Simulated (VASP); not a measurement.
Set up this calculation in VASP 6.6.1, as the native input.

| Item | Value |
| --- | --- |
| Task | single point |
| Functional | PBE |
| Potentials or basis | VASP PAW PBE potentials, release 64 (S, C) |
| Cutoff | 520 eV |
| k mesh | 1 × 1 × 1 |
| Occupations | fermi-dirac, width 0.02 eV |
| Spin | no spin polarisation |
| Dipole correction | no |
| Further INCAR settings | LREAL = Auto; ALGO = Normal; EDIFF = 1e-06; NBANDS = 82 |

The structure of CS2 lies in POSCAR:

```
CS2
1.0
    8.9628090000      0.0000000000      0.0000000000
    0.0000000000      8.9628090000      0.0000000000
    0.0000000000      0.0000000000      8.9628090000
S C
16 8
Direct
    0.0409692988      0.1761055044      0.0547819328
    0.1288770072     -0.1717430328      0.0532980230
    0.7034513399      0.3166194884      0.2141627697
    0.6445412370      0.5773859512      0.4132744545
    0.1964227956      0.1660082235      0.7196069893
    0.3638256712     -0.1358391103      0.7403817263
    0.7562584453      0.8831159963      0.8264150223
    0.9169669910      0.5809562605      0.8133833935
    0.2471546588      0.5136782453      0.5207072917
   -0.0040054407      0.6169048119      0.3119446147
    0.5500172993      0.7774236849      0.1258534015
    0.3639595578      0.5022532556      0.0572030487
    0.3955679520      0.1362184556      0.3911720087
    0.4334132302      0.1506001076      0.0463805488
    0.6835357085     -0.0735260564      0.4679225006
    0.8626090325      0.2241038496      0.4951461088
    0.0666532111     -0.0012272938      0.0603940126
    0.6564125153      0.4612839568      0.2931447050
    0.2616590402      0.0078435232      0.7226752238
    0.8286576229      0.7312774377      0.8108841770
    0.1108915743      0.5630154564      0.4369277533
    0.4626674517      0.6381927809      0.0975921723
    0.4126273359      0.1267794505      0.2247063393
    0.7858027545      0.0556298812      0.4836541758
```

These files were run (other wordings do the same):

INCAR

```
PREC = Accurate ; ENCUT = 520
EDIFF = 1E-6 ; ISMEAR = -1
SIGMA = 0.02 ; LREAL = Auto
LASPH = T ; NELM = 80
ALGO = Normal ; ISIF = 2
LWAVE = F ; LCHARG = F
GGA = PE ; NBANDS = 82
```

KPOINTS

```
regular mesh
0
Gamma
  1 1 1
```

Potentials or basis: VASP PAW PBE potentials, release 64 (S, C).

Run with:

```sh
$ cat potpaw_PBE.64/S/POTCAR potpaw_PBE.64/C/POTCAR > POTCAR
$ mpirun -np 1 vasp_gam > vasp.out
```

It gave:

| Property | Result |
| --- | --- |
| Pressure | 2.2 GPa |
| Largest force | 7.304 eV/Å |
| Band gap on the k mesh | 2.29 eV |

Caveat: the k points lie up to 0.70 Å⁻¹ apart.

Run time: 68 s on 1 thread of Intel(R) Xeon(R) Platinum 8481C CPU @ 2.70GHz (Sapphire Rapids), on a shared host, peak memory 0.66 GiB.
